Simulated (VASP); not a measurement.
A run of VASP 6.6.1:

File INCAR:

```
PREC = Accurate ; ENCUT = 520
EDIFF = 1E-6 ; ISMEAR = 0
SIGMA = 0.05 ; LREAL = F
LASPH = T ; NELM = 150
ALGO = Normal ; ISIF = 2
LWAVE = F ; LCHARG = F
ISPIN = 2 ; MAGMOM = 0.99 -0.99
LORBIT = 11 ; LMAXMIX = 4
GGA = PE ; NBANDS = 23
```

File KPOINTS:

```
Automatic mesh
0
Gamma
  16 16 16
```

POSCAR

```
Cr
1.0
    2.8276901231      0.0000000000      0.0000000000
    0.0000000000      2.8276901231      0.0000000000
    0.0000000000      0.0000000000      2.8276901231
Cr
2
Direct
    0.0000000000      0.0000000000      0.0000000000
    0.5000000000      0.5000000000      0.5000000000
```

Potentials or basis: VASP PAW PBE potentials, release 64 (Cr_pv).

The run is started by

```console
$ cat potpaw_PBE.64/Cr_pv/POTCAR > POTCAR
$ mpirun -np 1 vasp_std > vasp.out
```

Hardware: 1 thread of AMD EPYC 9R45 96-Core Processor (Zen 5), with other jobs on the host.

Q: Estimate the wall time of this run.

A: Wall time 110 s on 1 thread of AMD EPYC 9R45 96-Core Processor (Zen 5), on a shared host, peak memory 0.2 GiB. Counts: scf iterations 16, k points 165.
